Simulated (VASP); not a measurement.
# CdSe (rocksalt type) (Fm-3m) in VASP: further runs

The runs below take CdSe (rocksalt type) through single point, relaxation of cell and atoms, with PBE.

Program: VASP 6.6.1. These are calculated values, not measurements. Logs are shortened: lines on timing, memory, paths and dates and some standing lists are left out, and cuts for length are marked.

**1. The cell of the first run**

The structure is cubic, space group Fm-3m (No. 225). The conventional cell has a = 5.739 Å, b = 5.739 Å, c = 5.739 Å, α = 90.00°, β = 90.00°, γ = 90.00°. Cd (site symmetry m-3m) has 6 Se at 2.87 Å within 3.8 Å. Within 3.8 Å of Se (site symmetry m-3m) lie 6 Cd at 2.87 Å.

**2. Single point, PBE**

INCAR

```
SYSTEM = CdSe
PREC     = Accurate       ! precision mode
ENCUT    = 520            ! plane-wave cutoff, eV
EDIFF    = 1E-6           ! SCF threshold, eV
ISMEAR   = -1             ! smearing method
SIGMA    = 0.1            ! smearing width, eV
LREAL    = .FALSE.        ! projectors in reciprocal space
LASPH    = .TRUE.         ! aspherical terms in the spheres
NELM     = 60             ! most SCF steps
ALGO     = Normal         ! electronic algorithm
ISIF     = 2              ! what is computed and relaxed
LWAVE    = .FALSE.        ! write WAVECAR
LCHARG   = .FALSE.        ! write CHGCAR
GGA      = PE             ! functional
NBANDS   = 16             ! bands
```

KPOINTS

```
regular mesh
0
G
  14 14 14
  0 0 0
```

POSCAR

```
CdSe
1.0
    0.0000000000      2.8694130648      2.8694130648
    2.8694130648      0.0000000000      2.8694130648
    2.8694130648      2.8694130648      0.0000000000
Cd Se
1 1
Direct
    0.0000000000      0.0000000000      0.0000000000
    0.5000000000      0.5000000000      0.5000000000
```

Potentials or basis: VASP PAW PBE potentials, release 64 (Cd, Se).

The run is started by

```sh
> cat potpaw_PBE.64/Cd/POTCAR potpaw_PBE.64/Se/POTCAR > POTCAR
> mpirun -np 1 vasp_std > vasp.out
```

OUTCAR:

```text
SYSTEM = CdSe
   PREC = Accurate
   ENCUT = 520
   EDIFF = 1E-6
   ISMEAR = -1
   LREAL = .FALSE.
   LASPH = .TRUE.
   NELM = 60
   ISIF = 2
   GGA = PE

 ion  position               nearest neighbor table
   1  0.000  0.000  0.000-   2 2.87   2 2.87   2 2.87   2 2.87   2 2.87   2 2.87
   2  0.500  0.500  0.500-   1 2.87   1 2.87   1 2.87   1 2.87   1 2.87   1 2.87

  LATTYP: Found a face centered cubic cell.
 ALAT       =     5.7388261296

  Lattice vectors:

 A1 = (   0.0000000000,   2.8694130648,   2.8694130648)
 A2 = (   2.8694130648,   0.0000000000,   2.8694130648)
 A3 = (   2.8694130648,   2.8694130648,   0.0000000000)

Analysis of symmetry for initial positions (statically):
=====================================================================
 Subroutine PRICEL returns:
 Original cell was already a primitive cell.

 Routine SETGRP: Setting up the symmetry group for a
 face centered cubic supercell.

 Subroutine GETGRP returns: Found 48 space group operations
 (whereof 48 operations were pure point group operations)
 out of a pool of 48 trial point group operations.

The static configuration has the point symmetry O_h .

Analysis of symmetry for dynamics (positions and initial velocities):
=====================================================================
 Subroutine PRICEL returns:
 Original cell was already a primitive cell.

 Routine SETGRP: Setting up the symmetry group for a
 face centered cubic supercell.

 Subroutine GETGRP returns: Found 48 space group operations
 (whereof 48 operations were pure point group operations)
 out of a pool of 48 trial point group operations.

The dynamic configuration has the point symmetry O_h .

 Subroutine INISYM returns: Found 48 space group operations
 (whereof 48 operations are pure point group operations),
 and found     1 'primitive' translations

----------------------------------------------------------------------------------------

                                     Primitive cell

  volume of cell :      47.2508

  direct lattice vectors                    reciprocal lattice vectors
     0.000000000  2.869413065  2.869413065    -0.174251664  0.174251664  0.174251664
     2.869413065  0.000000000  2.869413065     0.174251664 -0.174251664  0.174251664
     2.869413065  2.869413065  0.000000000     0.174251664  0.174251664 -0.174251664
[... 74 lines left out ...]
 SYSTEM =  CdSe
   PREC   = accura    normal or accurate (medium, high low for compatibility)
   ISTART =      0    job   : 0-new  1-cont  2-samecut
   ICHARG =      2    charge: 1-file 2-atom 10-const
   ISPIN  =      1    spin polarized calculation?
   LNONCOLLINEAR =      F non collinear calculations
   LSORBIT =      F    spin-orbit coupling
   LASPH  =      T    aspherical Exc in radial PAW
   ENCUT  =  520.0 eV  38.22 Ry    6.18 a.u.   7.55  7.55  7.55*2*pi/ulx,y,z
   NELM   =     60;   NELMIN=  2; NELMDL= -5     # of ELM steps
   EDIFF  = 0.1E-05   stopping-criterion for ELM
   LREAL  =      F    real-space projection
   EDIFFG = 0.1E-04   stopping-criterion for IOM
   NSW    =      0    number of steps for IOM
   IBRION =     -1    ionic relax: 0-MD 1-quasi-New 2-CG
   NFREE  =      0    steps in history (QN), initial steepest desc. (CG)
   ISIF   =      2    stress and relaxation
   ISYM   =      2    0-nonsym 1-usesym 2-fastsym
   POTIM  = 0.5000    time-step for ionic-motion
   TEBEG  =    0.0;   TEEND  =   0.0 temperature during run
   PSTRESS=    0.0 pullay stress
   NELECT =      18.0000    total number of electrons
   NUPDOWN=      -1.0000    fix difference up-down
   EMIN   =  10.00;   EMAX   =-10.00  energy-range for DOS
   EFERMI =   0.00;   METHOD = LEGACY
   ISMEAR =    -1;   SIGMA  =   0.10  broadening in eV -4-tet -1-fermi 0-gaus
   EFERMI_NEDOS =   21; number of points for ismear=-14 and -15
   IALGO  =     38    algorithm
   IMIX   =      4    mixing-type and parameters
     AMIX     =   0.40;   BMIX     =  1.00
     AMIX_MAG =   1.60;   BMIX_MAG =  1.00
  volume/ion in A,a.u.               =      23.63       159.43
  Fermi-wavevector in a.u.,A,eV,Ry     =   1.186759  2.242650 19.162409  1.408397
  Thomas-Fermi vector in A             =   2.322925
   LORBIT       =      0    0 simple, 1 ext, 2 COOP (PROOUT), +10 PAW based schemes
   GGA     = PE    functional components
   LHFCALC =     F    Hartree Fock is set to
   AEXX    =    0.0000 exact exchange contribution
   IVDW    =     0    specifies the selected vdW correction
   LEPSILON=     F    determine dielectric tensor
   LRPA    =     F    only Hartree local field effects (RPA)
 non-spin polarized calculation
  energy-cutoff  :      520.00
  volume of cell :       47.25
 maximum number of plane-waves:      1299
   NGX = 15   NGY = 15   NGZ = 15

 number of electron      18.0000007 magnetization

 Free energy of the ion-electron system (eV)
  ---------------------------------------------------
  ext. energy  EPLUGINS =         0.00000000
  ---------------------------------------------------
  free energy    TOTEN  =        -5.21073868 eV

  energy without entropy =       -5.19845160  energy(sigma->0) =       -5.20459514

 E-fermi :   2.4262     XC(G=0): -10.0232

 val. band max:        2.4020842721   @ k =   0.0000   0.0000   0.0000
 cond. band min:       2.4769385777   @ k =  -0.4286   0.5000   0.0714
 fundamental gap:      0.0748543056
 Fermi energy:         2.4261680337

 k-point     1 :       0.0000    0.0000    0.0000
  band No.  band energies     occupation
      1     -10.6167      2.00000
      2      -5.6135      2.00000
      3      -5.6135      2.00000
      4      -5.5969      2.00000
      5      -5.5969      2.00000
      6      -5.5969      2.00000
[... 433 lines left out ...]
      3      -5.6503      2.00000
      4      -5.6366      2.00000
      5      -5.5322      2.00000
      6      -5.5078      2.00000
[... 8 lines left out ...]
     15      13.7490      0.00000
     16      13.9739      0.00000

 [... further k-points ...]
[... 5 lines left out ...]
  --------------------------------------------------------------------------------------
  -------------------------------------------------------------------------------------
  Total        0.0866656      0.0866656      0.0866656      0.0000000      0.0000000      0.0000000
  in kB        2.9386532      2.9386532      2.9386532      0.0000000      0.0000000      0.0000000
  external PRESSURE =       2.9386532 kB  Pullay stress =       0.0000000 kB

 VOLUME and BASIS-vectors are now :
 -----------------------------------------------------------------------------
  energy-cutoff  :      520.00
  volume of cell :       47.25
      direct lattice vectors                 reciprocal lattice vectors
     0.000000000  2.869413065  2.869413065    -0.174251664  0.174251664  0.174251664
     2.869413065  0.000000000  2.869413065     0.174251664 -0.174251664  0.174251664
     2.869413065  2.869413065  0.000000000     0.174251664  0.174251664 -0.174251664

 POSITION                                       TOTAL-FORCE (eV/Angst)
 -----------------------------------------------------------------------------------
      0.00000      0.00000      0.00000         0.000000      0.000000     -0.000000
      2.86941      2.86941      2.86941         0.000000      0.000000      0.000000
 -----------------------------------------------------------------------------------
    total drift:                               -0.000000      0.000000      0.000000

  FREE ENERGIE OF THE ION-ELECTRON SYSTEM (eV)
  ---------------------------------------------------
  free  energy   TOTEN  =        -5.2107386815 eV

  energy  without entropy=       -5.1984515988  energy(sigma->0) =       -5.20459514
```

OSZICAR:

```text
N       E                     dE             d eps       ncg     rms          rms(c)
DAV:   1     0.105658569226E+03    0.10566E+03   -0.91198E+03  3424   0.104E+03
DAV:   2    -0.189363287486E+01   -0.10755E+03   -0.10086E+03  3944   0.250E+02
DAV:   3    -0.562242970217E+01   -0.37288E+01   -0.37196E+01  4120   0.481E+01
DAV:   4    -0.563391664310E+01   -0.11487E-01   -0.11487E-01  4064   0.268E+00
DAV:   5    -0.563396633653E+01   -0.49693E-04   -0.49693E-04  4192   0.156E-01    0.535E+00
DAV:   6    -0.523458743017E+01    0.39938E+00   -0.60105E-01  4376   0.896E+00    0.455E+00
DAV:   7    -0.521122983750E+01    0.23358E-01   -0.11773E-01  3952   0.242E+00    0.213E+00
DAV:   8    -0.521075719363E+01    0.47264E-03   -0.11915E-02  3936   0.130E+00    0.235E-01
DAV:   9    -0.521071843406E+01    0.38760E-04   -0.12237E-03  4120   0.427E-01    0.416E-02
DAV:  10    -0.521072659319E+01   -0.81591E-05   -0.15035E-04  4064   0.155E-01    0.370E-02
DAV:  11    -0.521073871006E+01   -0.12117E-04   -0.27035E-05  3952   0.446E-02    0.165E-02
DAV:  12    -0.521073868154E+01    0.28520E-07   -0.10013E-06  2936   0.978E-03
   1 F= -.52107387E+01 E0= -.52045951E+01  d E =-.122871E-01
```

stdout:

```text
POSCAR found type information on POSCAR CdSe
 POSCAR found :  2 types and       2 ions
 scaLAPACK will be used
 LDA part: xc-table for (Slater+PW92), standard interpolation
 POSCAR, INCAR and KPOINTS ok, starting setup
 FFT: planning ... GRIDC
 FFT: planning ... GRID_SOFT
 FFT: planning ... GRID
 WAVECAR not read
 entering main loop
```

Wall time 47 s (1 thread of AMD EPYC 7R13 (Zen 3), shared host); peak memory 0.2 GiB.

What came out:

| Property | Result |
| --- | --- |
| Free energy | -5.2107 eV |
| Pressure | 0.3 GPa |
| Band gap on the k mesh | zero (bands 9 and 10 overlap by 0.42 eV) |

Levels at points of the mesh, in eV from the Fermi level:
```csv
k point,band 5,band 6,band 7,band 8,band 9,band 10,band 11,band 12,band 13,band 14
"(0.00, 0.00, 0.00)",-8.02,-8.02,-0.74,-0.74,-0.74,-0.02,8.53,8.53,8.53,9.67
"(0.50, 0.00, 0.00)",-7.88,-7.88,-5.07,-0.18,-0.18,2.90,5.15,5.15,5.83,11.13
"(0.50, 0.50, 0.00)",-7.83,-7.35,-4.22,-2.19,-2.19,-0.57,5.35,9.62,10.21,10.21
```

Caveat: semilocal functionals underestimate gaps, and a narrow one can read as zero.

**3. Single point, PBE (23.63 Å³/atom)**

INCAR

```
  ALGO = Normal
  EDIFF = 1E-6
  ENCUT = 520
  GGA = PE
  ISIF = 2
  ISMEAR = -1
  LASPH = T
  LCHARG = F
  LREAL = F
  LWAVE = F
  NBANDS = 16
  NELM = 60
  PREC = Accurate
  SIGMA = 0.1
```

KPOINTS

```
k-points
0
Gamma
  14 14 14
```

POSCAR is that of step 2.

Potentials or basis: VASP PAW PBE potentials, release 64 (Cd, Se).

The run is started by

```sh
> cat potpaw_PBE.64/Cd/POTCAR potpaw_PBE.64/Se/POTCAR > POTCAR
> mpirun -np 1 vasp_std > vasp.out
```

Run time: 49 s. Hardware: 1 thread of AMD EPYC 7R13 (Zen 3), shared host; peak memory 0.2 GiB.

It converged, with:

* Free energy: -5.2107 eV
* Pressure: 0.3 GPa
* Band gap on the k mesh: zero (bands 9 and 10 overlap by 0.42 eV)

Levels at points of the mesh, in eV from the Fermi level:
| k point | band 7 | band 8 | band 9 | band 10 | band 11 | band 12 |
| --- | --- | --- | --- | --- | --- | --- |
| (0.00, 0.00, 0.00) | -0.74 | -0.74 | -0.74 | -0.02 | 8.53 | 8.53 |
| (0.50, 0.00, 0.00) | -5.07 | -0.18 | -0.18 | 2.90 | 5.15 | 5.15 |
| (0.50, 0.50, 0.00) | -4.22 | -2.19 | -2.19 | -0.57 | 5.35 | 9.62 |

Caveat: semilocal functionals underestimate gaps, and a narrow one can read as zero.

**4. Relaxation of cell and atoms, PBE**

This run uses another cell than the first one, of 19.45 Å³/atom.

INCAR

```
SYSTEM = CdSe
  PREC = Accurate
  ENCUT = 600
  EDIFF = 1E-6
  ISMEAR = -1
  SIGMA = 0.1
  LREAL = .False.
  LASPH = .True.
  NELM = 80
  ALGO = Normal
  ISIF = 3
  LWAVE = .False.
  LCHARG = .False.
  GGA = PE
  IBRION = 2
  NSW = 60
  EDIFFG = -0.005
```

KPOINTS

```
regular mesh
0
Gamma
  14 14 14
  0 0 0
```

POSCAR

```
CdSe
1.0
    0.0000000000      2.6892810254      2.6892810254
    2.6892810254      0.0000000000      2.6892810254
    2.6892810254      2.6892810254      0.0000000000
Cd Se
1 1
Direct
    0.0000000000      0.0000000000      0.0000000000
    0.5000000000      0.5000000000      0.5000000000
```

The run is started by

```sh
> cat potpaw_PBE.64/Cd/POTCAR potpaw_PBE.64/Se/POTCAR > POTCAR
> mpirun -np 1 vasp_std > vasp.out
```

Wall time 2.3 min (1 thread of AMD EPYC 7R13 (Zen 3), shared host); peak memory 0.2 GiB.

It converged, with:

* Free energy: -5.2087 eV
* Relaxed volume: 23.73 Å³/atom
* Relaxed cell: a = 4.064 Å, b = 4.064 Å, c = 4.064 Å, α = 60.00°, β = 60.00°, γ = 60.00°
* Space group after relaxing (to 0.1 Å): Fm-3m (No. 225)
* Energy gained by relaxing: 212.7 meV/atom
* Ionic steps: 5
* Pressure after relaxing: 0.0 GPa
* Band gap on the k mesh: zero (bands 9 and 10 overlap by 0.42 eV)

Step by step:
| step | energy change (eV) | largest force (eV/Å) | pressure (GPa) | volume (Å³) |
| --- | --- | --- | --- | --- |
| 1 | 0.0000 | 0.0000 | 19.34 | 38.90 |
| 2 | -0.3067 | 0.0000 | -5.40 | 53.67 |
| 3 | -0.4254 | 0.0000 | 0.10 | 47.42 |
| 4 | -0.4253 | 0.0000 | -0.14 | 47.60 |
| 5 | -0.4254 | 0.0000 | 0.03 | 47.47 |

Final structure:
```yaml
crystal:
  lattice:
    - [0.00000, 2.87380, 2.87380]
    - [2.87380, 0.00000, 2.87380]
    - [2.87380, 2.87380, 0.00000]
  atoms:
    - { symbol: Cd, position: [0.00000, 0.00000, 0.00000] }
    - { symbol: Se, position: [0.50000, 0.50000, 0.50000] }
```

Levels at points of the mesh, in eV from the Fermi level:
| k point | band 7 | band 8 | band 9 | band 10 | band 11 | band 12 |
| --- | --- | --- | --- | --- | --- | --- |
| (0.00, 0.00, 0.00) | -0.73 | -0.73 | -0.73 | -0.04 | 8.52 | 8.52 |
| (0.50, 0.00, 0.00) | -5.05 | -0.18 | -0.18 | 2.91 | 5.15 | 5.15 |
| (0.50, 0.50, 0.00) | -4.20 | -2.17 | -2.17 | -0.57 | 5.35 | 9.58 |

Caveat: the volume moved by over 15 % at a fixed basis, so the end points are rough; semilocal functionals underestimate gaps, and a narrow one can read as zero.

The gap in the log of VASP goes by the Fermi energy; the results here count the filled bands.